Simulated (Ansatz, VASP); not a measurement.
**Os in VASP and in Ansatz**

The input INCAR:

```
SYSTEM = Os
ALGO     = Normal         ! electronic algorithm
EDIFF    = 1E-7           ! SCF threshold, eV
ENCUT    = 520            ! plane-wave cutoff, eV
GGA      = PE             ! functional
GGA_COMPAT= .False.      
ISIF     = 2              ! what is computed and relaxed
ISMEAR   = -1             ! smearing method
LASPH    = .True.         ! aspherical terms in the spheres
LCHARG   = .False.        ! write CHGCAR
LMAXMIX  = 4              ! l up to which the mixer works
LNONCOLLINEAR= .True.         ! non-collinear magnetism
LORBIT   = 11             ! projections on sites
LORBMOM  = .True.       
LREAL    = .False.        ! projectors in reciprocal space
LSORBIT  = .True.         ! spin-orbit coupling
LWAVE    = .False.        ! write WAVECAR
MAGMOM   = 0 0 0          ! initial moments
NBANDS   = 19             ! bands
NELM     = 150            ! most SCF steps
PREC     = Accurate       ! precision mode
SIGMA    = 0.1            ! smearing width, eV
```

The input KPOINTS:

```
k-points
0
Gamma
  14 14 14
  0 0 0
```

File POSCAR:

```
Os
1.0
   -1.5463272233      1.5463272233      1.5463272233
    1.5463272233     -1.5463272233      1.5463272233
    1.5463272233      1.5463272233     -1.5463272233
Os
1
Direct
    0.0000000000      0.0000000000      0.0000000000
```

Input for Ansatz:

```yaml
crystal:
  lattice:
    - [-1.5463272233, 1.5463272233, 1.5463272233]
    - [1.5463272233, -1.5463272233, 1.5463272233]
    - [1.5463272233, 1.5463272233, -1.5463272233]
  atoms:
    - { symbol: Os, position: [0.0, 0.0, 0.0] }
hamiltonian:
  xc: pbe
  pseudopotentials:
    kind: paw_fr
    azcp:
      Os: "pseudopotentials/Os.paw.azcp"
basis:
  ecutwfc: 420
  fft_grid_basis: typed
kpoints:
  mp_grid: { grid: [14, 14, 14], shift: [0, 0, 0] }
magnetization:
  noncollinear: true
  spin_orbit: true
scf:
  occupations: { method: fermi_dirac, width: 0.1 }
output:
  write_density: true
  write_potential: true
  elf: true
  volumetric_format: npy
```

Alike in both runs: task single point; functional PBE; k mesh 14 × 14 × 14; occupations fermi-dirac, width 0.1 eV; non-collinear spin, spin-orbit coupling.

|  | VASP | Ansatz |
| --- | --- | --- |
| version | VASP 6.6.1 | Ansatz 0.2.0 |
| potentials or method | VASP PAW PBE potentials, release 64 (Os), cutoff 520 eV | plane waves (420 eV) with PAW, fully relativistic with spin-orbit coupling |
| valence electrons in the cell | 8 | 16 |

|  | VASP | Ansatz | Ansatz less VASP |
| --- | --- | --- | --- |
| net moment per atom (μB) | 0.00 | 0.00 | 0.000 |

The functional is the same, so the differences come from potentials, cutoffs and numerics. VASP's potentials hold 8 valence electrons a cell and Ansatz's 16, so a difference there can come from the potentials and not from the codes.
